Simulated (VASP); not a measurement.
Write the native input for VASP 6.6.1 that does the following.

- Task: single point
- Functional: PBEsol
- Potentials or basis: VASP PAW PBE potentials, release 64 (Si)
- Cutoff: 520 eV
- k mesh: 9 × 9 × 6
- Occupations: gaussian, width 0.01 eV
- Spin: non-collinear spin, zero start, spin-orbit coupling
- Starting moments: [[0.0, 0.0, 0.0], [0.0, 0.0, 0.0], [0.0, 0.0, 0.0], [0.0, 0.0, 0.0]] μB
- Dipole correction: no
- Further INCAR settings: ALGO = Normal; EDIFF = 1e-07; NBANDS = 30

The structure of Si lies in POSCAR:

```
Si
1.0
    3.8247397559      0.0000000000      0.0000000000
   -1.9123698780      3.3123217915      0.0000000000
    0.0000000000      0.0000000000      6.3247507396
Si
4
Direct
    0.3333333333      0.6666666667      0.0000086252
    0.6666666667      0.3333333333      0.5000086252
    0.3333333333      0.6666666667      0.3739913748
    0.6666666667      0.3333333333      0.8739913748
```

This isn't the form of Si at room conditions, which is diamond.

These files were run (other wordings do the same):

INCAR

```
SYSTEM = Si
PREC = Accurate ; ENCUT = 520
EDIFF = 1E-7 ; ISMEAR = 0
SIGMA = 0.01 ; LREAL = .False.
LASPH = .True. ; NELM = 150
ALGO = Normal ; ISIF = 2
LWAVE = .False. ; LCHARG = .True.
MAGMOM = 0 0 0 0 0 0 0 0 0 0 0 0 ; LORBIT = 11
LSORBIT = .True. ; GGA_COMPAT = .False.
LORBMOM = .True. ; GGA = PS
LVHAR = .True. ; NBANDS = 30
```

KPOINTS

```
Automatic mesh
0
Gamma
  9 9 6
  0 0 0
```

Potentials or basis: VASP PAW PBE potentials, release 64 (Si).

The run is started by

```console
$ cat potpaw_PBE.64/Si/POTCAR > POTCAR
$ mpirun -np 1 vasp_ncl > vasp.out
```

It gave:

| Item | Value |
| --- | --- |
| Pressure | 0.1 GPa |
| Net moment | 0.00 μB per cell |
| Valence electrons inside the program's atomic spheres | Si 1.69 |

Caveat: the PAW data sets were made with another functional, which shifts forces and pressure a little.

Run time: 2.3 min on 1 thread of Intel(R) Xeon(R) Platinum 8488C (Sapphire Rapids) (shared host), peak memory 0.4 GiB.
